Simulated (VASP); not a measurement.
LaS, 2 atoms in the cell. Symmetry: Fm-3m, No. 225, cubic system. Conventional cell: a = 5.652 Å, b = 5.652 Å, c = 5.652 Å, α = 90.00°, β = 90.00°, γ = 90.00°. La (site symmetry m-3m) has 6 S at 2.83 Å within 3.7 Å. S (site symmetry m-3m) has 6 La at 2.83 Å within 3.7 Å. 

* Program: VASP 6.6.1
* Task: single point
* Functional: PBEsol
* Potentials or basis: VASP PAW PBE potentials, release 64 (La, S)
* Cutoff: 520 eV
* k mesh: 8 × 8 × 8
* Occupations: fermi-dirac, width 0.15 eV
* Spin: no spin polarisation
* Dipole correction: no
* Further INCAR settings: ALGO = Normal; EDIFF = 1e-06; NBANDS = 16

Potentials or basis: VASP PAW PBE potentials, release 64 (La, S).

Run with:

```sh
$ cat potpaw_PBE.64/La/POTCAR potpaw_PBE.64/S/POTCAR > POTCAR
$ mpirun -np 1 vasp_std > vasp.out
```

Hardware: 1 thread of Intel(R) Xeon(R) Platinum 8259CL CPU @ 2.50GHz (Skylake/Cascade Lake) (shared host).

Q: How long does it take, and how much memory?

A: Wall time 48 s on 1 thread of Intel(R) Xeon(R) Platinum 8259CL CPU @ 2.50GHz (Skylake/Cascade Lake), on a shared host, peak memory 0.19 GiB. Counts: scf iterations 15, k points 29.
